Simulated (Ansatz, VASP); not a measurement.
# One calculation of CaF2, two programs

```
Ca F
1.0
     0.00000    2.73125    2.73125
     2.73125    0.00000    2.73125
     2.73125    2.73125    0.00000
Ca F
1 2
Direct
  0.00000 0.00000 0.00000
  0.25000 0.25000 0.25000
  0.75000 0.75000 0.75000
```

Alike in both runs: task single point; functional PBE; k mesh 8 × 8 × 8; occupations gaussian, width 0.05 eV; no spin polarisation.

|  | VASP | Ansatz |
| --- | --- | --- |
| version | VASP 6.6.1 | Ansatz 0.2.0 |
| potentials or method | VASP PAW PBE potentials, release 64 (Ca_sv, F), cutoff 520 eV | scalar-relativistic, plane waves, PAW |
| valence electrons in the cell | 24 | 24 |

|  | VASP | Ansatz | Ansatz less VASP |
| --- | --- | --- | --- |
| gap on the k mesh at the Fermi level (eV) | 7.28 | 7.30 | +0.022 |
| least direct gap on the mesh (eV) | 7.53 | 7.55 | +0.021 |
| pressure (GPa) | 2.5 | 2.2 | -0.35 |

The functional is the same, so the differences come from potentials, cutoffs and numerics.
